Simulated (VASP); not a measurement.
# Ga4O (P-6m2) in VASP: a series of runs

Ga4O is run at these levels: PBE; tasks: single point, relaxation of cell and atoms.

Program: VASP 6.6.1. These are calculated values, not measurements. Logs are shortened: lines on timing, memory, paths and dates and some standing lists are left out, and cuts for length are marked.

## Step 1: The cell of the first run

Symmetry: P-6m2, No. 187, hexagonal system. The conventional cell has a = 6.212 Å, b = 6.212 Å, c = 2.674 Å, α = 90.00°, β = 90.00°, γ = 120.00°. Within 3.2 Å of Ga (site symmetry mm2) lie 2 O at 2.25 Å and 8 Ga at 2.67 to 3.14 Å. Ga (site symmetry -6m2) has 8 Ga at 2.67 to 3.11 Å within 3.5 Å. O (site symmetry -6m2) has 6 Ga at 2.25 Å and 2 O at 2.67 Å within 3.0 Å.

The cell was built from a structure type or drawn by symmetry, and may not be a known phase.

## Step 2: Single point, PBE, collinear spin, ferromagnetic start

INCAR

```
PREC = Accurate
ENCUT = 520
EDIFF = 1E-7
ISMEAR = 0
SIGMA = 0.1
LREAL = False
LASPH = True
NELM = 150
ALGO = Normal
ISIF = 2
LWAVE = False
LCHARG = False
ISPIN = 2
MAGMOM = 0 0 0 0 1
LORBIT = 11
GGA = PE
NBANDS = 41
```

KPOINTS

```
regular mesh
0
Gamma
  3 3 6
```

POSCAR

```
Ga4O
1.0
    6.2117664779      0.0000000000      0.0000000000
   -3.1058832389      5.3795475722      0.0000000000
    0.0000000000      0.0000000000      2.6735612049
Ga O
4 1
Direct
    0.1647950696      0.8352049304      0.5000000000
    0.1647950696      0.3295901392      0.5000000000
    0.6704098608      0.8352049304      0.5000000000
    0.6666666667      0.3333333333      0.5000000000
    0.3333333333      0.6666666667      0.0000000000
```

Potentials or basis: VASP PAW PBE potentials, release 64 (Ga_d, O).

Started as:

```sh
$ cat potpaw_PBE.64/Ga_d/POTCAR potpaw_PBE.64/O/POTCAR > POTCAR
$ mpirun -np 1 vasp_std > vasp.out
```

OUTCAR:

```text
PREC = Accurate
   ENCUT = 520
   EDIFF = 1E-7
   ISMEAR = 0
   LREAL = False
   LASPH = True
   NELM = 150
   ISIF = 2
   ISPIN = 2
   LORBIT = 11
   GGA = PE

 ion  position               nearest neighbor table
   1  0.165  0.835  0.500-   5 2.25   5 2.25
   2  0.165  0.330  0.500-   5 2.25   5 2.25
   3  0.670  0.835  0.500-   5 2.25   5 2.25
   4  0.667  0.333  0.500-
   5  0.333  0.667  0.000-   1 2.25   1 2.25   2 2.25   2 2.25   3 2.25   3 2.25

  LATTYP: Found a hexagonal cell.
 ALAT       =     6.2117664779
 C/A-ratio  =     0.4304027227

  Lattice vectors:

 A1 = (   6.2117664779,   0.0000000000,   0.0000000000)
 A2 = (  -3.1058832389,   5.3795475722,   0.0000000000)
 A3 = (   0.0000000000,   0.0000000000,   2.6735612049)

Analysis of symmetry for initial positions (statically):
=====================================================================
 Subroutine PRICEL returns:
 Original cell was already a primitive cell.

 Routine SETGRP: Setting up the symmetry group for a
 hexagonal supercell.

 Subroutine GETGRP returns: Found 12 space group operations
 (whereof 12 operations were pure point group operations)
 out of a pool of 24 trial point group operations.

The static configuration has the point symmetry D_3h.

Analysis of symmetry for dynamics (positions and initial velocities):
=====================================================================
 Subroutine PRICEL returns:
 Original cell was already a primitive cell.

 Routine SETGRP: Setting up the symmetry group for a
 hexagonal supercell.

 Subroutine GETGRP returns: Found 12 space group operations
 (whereof 12 operations were pure point group operations)
 out of a pool of 24 trial point group operations.

The dynamic configuration has the point symmetry D_3h.

Analysis of structural, dynamic, and magnetic symmetry:
=====================================================================
 Subroutine PRICEL returns:
 Original cell was already a primitive cell.

 Routine SETGRP: Setting up the symmetry group for a
 hexagonal supercell.

 Subroutine GETGRP returns: Found 12 space group operations
 (whereof 12 operations were pure point group operations)
 out of a pool of 24 trial point group operations.

[... 119 lines left out ...]
   LHFCALC =     F    Hartree Fock is set to
   AEXX    =    0.0000 exact exchange contribution
   IVDW    =     0    specifies the selected vdW correction
   LEPSILON=     F    determine dielectric tensor
   LRPA    =     F    only Hartree local field effects (RPA)
 spin polarized calculation
 Gauss-broadening in eV      SIGMA  =   0.10
  energy-cutoff  :      520.00
  volume of cell :       89.34
 maximum number of plane-waves:      2436
 NGX is ok and might be reduce to    48
   NGX = 23   NGY = 23   NGZ =  9

 number of electron      58.0000013 magnetization       0.0000896

 number of electron      58.0000013 magnetization      -0.0000200

 Free energy of the ion-electron system (eV)
  ---------------------------------------------------
  ext. energy  EPLUGINS =         0.00000000
  ---------------------------------------------------
  free energy    TOTEN  =       -17.60170881 eV

  energy without entropy =      -17.58242975  energy(sigma->0) =      -17.59206928

 E-fermi :   4.5640     XC(G=0): -10.6170

 val. band max:        4.5421065056   @ k =   0.3333  -0.0000   0.1667
 cond. band min:       4.5881338943   @ k =   0.3333   0.3333   0.5000
 fundamental gap:      0.0460273887
 Fermi energy:         4.5640119787

 spin component 1

 k-point     1 :       0.0000    0.0000    0.0000
  band No.  band energies     occupation
      1     -14.6734      1.00000
      2     -10.4262      1.00000
      3     -10.3929      1.00000
      4     -10.3929      1.00000
      5     -10.3437      1.00000
      6     -10.2071      1.00000
[... 517 lines left out ...]
     40      11.9667      0.00000
     41      12.0392      0.00000
 Fermi energy:         4.5640119787

 spin component 2

 k-point     1 :       0.0000    0.0000    0.0000
  band No.  band energies     occupation
      1     -14.6734      1.00000
      2     -10.4262      1.00000
      3     -10.3929      1.00000
      4     -10.3929      1.00000
      5     -10.3437      1.00000
      6     -10.2071      1.00000
[... 517 lines left out ...]
     40      11.9667      0.00000
     41      12.0392      0.00000

------------------------ aborting loop because EDIFF is reached ----------------------------------------

  FORCE on cell =-STRESS in cart. coord.  units (eV):
  Direction    XX          YY          ZZ          XY          YZ          ZX
  --------------------------------------------------------------------------------------
  -------------------------------------------------------------------------------------
  Total        0.0840623      0.0840623      0.1737194      0.0000000      0.0000000      0.0000000
  in kB        1.5075124      1.5075124      3.1153584      0.0000000      0.0000000      0.0000000
  external PRESSURE =       2.0434611 kB  Pullay stress =       0.0000000 kB

 VOLUME and BASIS-vectors are now :
 -----------------------------------------------------------------------------
  energy-cutoff  :      520.00
  volume of cell :       89.34
      direct lattice vectors                 reciprocal lattice vectors
     6.211766478  0.000000000  0.000000000     0.160984803  0.092944619  0.000000000
    -3.105883239  5.379547572  0.000000000     0.000000000  0.185889238  0.000000000
     0.000000000  0.000000000  2.673561205     0.000000000  0.000000000  0.374032956

 POSITION                                       TOTAL-FORCE (eV/Angst)
 -----------------------------------------------------------------------------------
     -1.57038      4.49302      1.33678        -0.025603      0.014782     -0.000000
      0.00000      1.77305      1.33678        -0.000000     -0.029564     -0.000000
      1.57038      4.49302      1.33678         0.025603      0.014782     -0.000000
      3.10588      1.79318      1.33678         0.000000      0.000000      0.000000
     -0.00000      3.58637      0.00000         0.000000     -0.000000      0.000000
 -----------------------------------------------------------------------------------
    total drift:                                0.000003     -0.000002      0.000000

  FREE ENERGIE OF THE ION-ELECTRON SYSTEM (eV)
  ---------------------------------------------------
  free  energy   TOTEN  =       -17.6017088125 eV

  energy  without entropy=      -17.5824297472  energy(sigma->0) =      -17.59206928

 total charge

# of ion       s       p       d       tot
------------------------------------------
    1        1.033   0.464   9.981  11.478
    2        1.033   0.464   9.981  11.478
    3        1.033   0.464   9.981  11.478
    4        1.004   0.548   9.935  11.487
    5        1.594   3.360   0.000   4.954
--------------------------------------------------
tot          5.698   5.301  39.877  50.876

 magnetization (x)

# of ion       s       p       d       tot
------------------------------------------
    1        0.000   0.000  -0.000   0.000
    2        0.000   0.000  -0.000   0.000
    3        0.000   0.000  -0.000   0.000
    4        0.000   0.000   0.000   0.000
    5        0.000   0.000   0.000   0.000
--------------------------------------------------
tot          0.000   0.000  -0.000   0.000
```

It took 51 s on 1 thread of AMD EPYC 9R45 (Zen 5), shared host; peak memory 0.23 GiB.

Results:

| Property | Result |
| --- | --- |
| Free energy | -17.6017 eV |
| Pressure | 0.2 GPa |
| Largest force | 0.030 eV/Å |
| Band gap on the k mesh | zero (filled and empty bands overlap) |
| Net moment | 0.00 μB per cell |
| Valence electrons inside the program's atomic spheres | Ga 11.48, 11.49 (each value once); O 4.95 |

Forces on the atoms (eV/Å):
```
Ga  -0.026  0.015  0.000
Ga   0.000 -0.030  0.000
Ga   0.026  0.015  0.000
Ga   0.000  0.000  0.000
O    0.000  0.000  0.000
```

Stress tensor (GPa, compression positive):
```
0.15 0.00 0.00
0.00 0.15 0.00
0.00 0.00 0.31
```

Caveat: the k points lie up to 0.39 Å⁻¹ apart, too coarse for converged energies and pressures of a metal.

## Step 3: Relaxation of cell and atoms, PBE

This run uses another cell than the first one, of 19.03 Å³/atom.

INCAR

```
PREC = Accurate
ENCUT = 600
EDIFF = 1E-6
ISMEAR = 0
SIGMA = 0.1
LREAL = F
LASPH = T
NELM = 80
ALGO = Normal
ISIF = 3
LWAVE = F
LCHARG = F
GGA = PE
IBRION = 2
NSW = 90
EDIFFG = -0.04
```

KPOINTS

```
Automatic mesh
0
Gamma
  6 6 4
```

POSCAR

```
Ga4O
1.0
    4.8423894900      0.0000000000      0.0000000000
   -2.4211947400      4.1936323100      0.0000000000
    0.0000000000      0.0000000000      4.6844210600
Ga O
4 1
Direct
    0.1962204400      0.8037795600      0.5000000000
    0.1962204400      0.3924408700      0.5000000000
    0.6075591300      0.8037795600      0.5000000000
    0.6666666700      0.3333333300      0.5000000000
    0.3333333300      0.6666666700      0.0000000000
```

Potentials or basis: VASP PAW PBE potentials, release 64 (Ga_d, O).

Started as:

```sh
$ cat potpaw_PBE.64/Ga_d/POTCAR potpaw_PBE.64/O/POTCAR > POTCAR
$ mpirun -np 1 vasp_std > vasp.out
```

Run time: 14 min. Hardware: 1 thread of AMD EPYC 9R45 (Zen 5), shared host; peak memory 0.26 GiB.

Results (log left out):

| Quantity | Value |
| --- | --- |
| Free energy | -17.8366 eV |
| Relaxed volume | 17.20 Å³/atom |
| Relaxed cell | a = 5.972 Å, b = 5.972 Å, c = 2.785 Å, α = 90.00°, β = 90.00°, γ = 120.00° |
| Space group after relaxing (to 0.1 Å) | P-6m2 (No. 187) |
| Energy gained by relaxing | 1605.2 meV/atom |
| Ionic steps | 20 |
| Pressure after relaxing | -0.2 GPa |
| Largest force after relaxing | 0.038 eV/Å |
| Band gap on the k mesh | zero (bands 29 and 30 overlap by 1.07 eV) |

Forces on the atoms (eV/Å):
```
Ga   0.033 -0.019  0.000
Ga   0.000  0.038  0.000
Ga  -0.033 -0.019  0.000
Ga   0.000  0.000  0.000
O    0.000  0.000  0.000
```

Stress tensor (GPa, compression positive):
```
-0.23  0.00  0.00
 0.00 -0.23  0.00
 0.00  0.00 -0.14
```

The path:
```
step  energy change (eV)  largest force (eV/Å)  pressure (GPa)  volume (Å³)
   1              0.0000               12.9115           30.03        95.13
   2             -2.1432                4.6443           -2.64       147.80
   3             -3.2782                3.8131           -3.41       139.08
   4             -3.9897                3.3185           -3.65       132.77
   5             -5.3333                1.6233           -1.10       113.49
   6             -5.3433                1.2434           -0.33       111.27
   7             -5.3448                1.4215           -0.72       112.26
   8             -6.2049                0.6907           -3.12       111.83
   9             -6.9677                0.0963           -3.98       109.81
  10             -7.5428                1.5392            1.69       100.17
  11             -7.5252                0.7078           -2.07       104.89
  12             -7.5808                0.9784           -1.15       103.45
  13             -7.8011                0.5486           -1.53       100.16
  14             -7.8659                0.2924           -1.72        97.45
  15             -7.9533                0.3805           -0.38        92.08
  16             -7.9852                0.4596            1.51        85.62
  17             -7.9873                0.4604            0.85        87.12
  18             -8.0151                0.1613           -0.06        85.55
  19             -8.0184                0.0025            0.09        85.91
  20             -8.0261                0.0380           -0.20        86.01
```

Final structure:
```
Ga O
1.0
     5.97196    0.00000    0.00000
    -2.98598    5.17187    0.00000
     0.00000    0.00000    2.78468
Ga O
4 1
Direct
  0.16155 0.83845 0.50000
  0.16155 0.32311 0.50000
  0.67689 0.83845 0.50000
  0.66667 0.33333 0.50000
  0.33333 0.66667 0.00000
```

Levels at points of the mesh, in eV from the Fermi level:
| k point | band 26 | band 27 | band 28 | band 29 | band 30 | band 31 | band 32 | band 33 |
| --- | --- | --- | --- | --- | --- | --- | --- | --- |
| (0.00, 0.00, 0.00) | -4.05 | -4.05 | -2.93 | -0.49 | -0.49 | 0.35 | 5.68 | 7.48 |
| (0.50, 0.00, 0.00) | -4.09 | -2.92 | -2.61 | -0.56 | 1.13 | 1.85 | 2.36 | 4.20 |
| (0.00, 0.00, 0.50) | -3.07 | -1.23 | -1.23 | -0.99 | -0.46 | -0.46 | 0.49 | 1.93 |
| (0.50, 0.00, 0.50) | -3.39 | -2.32 | -1.57 | -0.82 | 0.56 | 1.21 | 2.03 | 2.96 |

Caveat: a cell axis changed by over 15 % at a fixed basis, so the end point is rough.
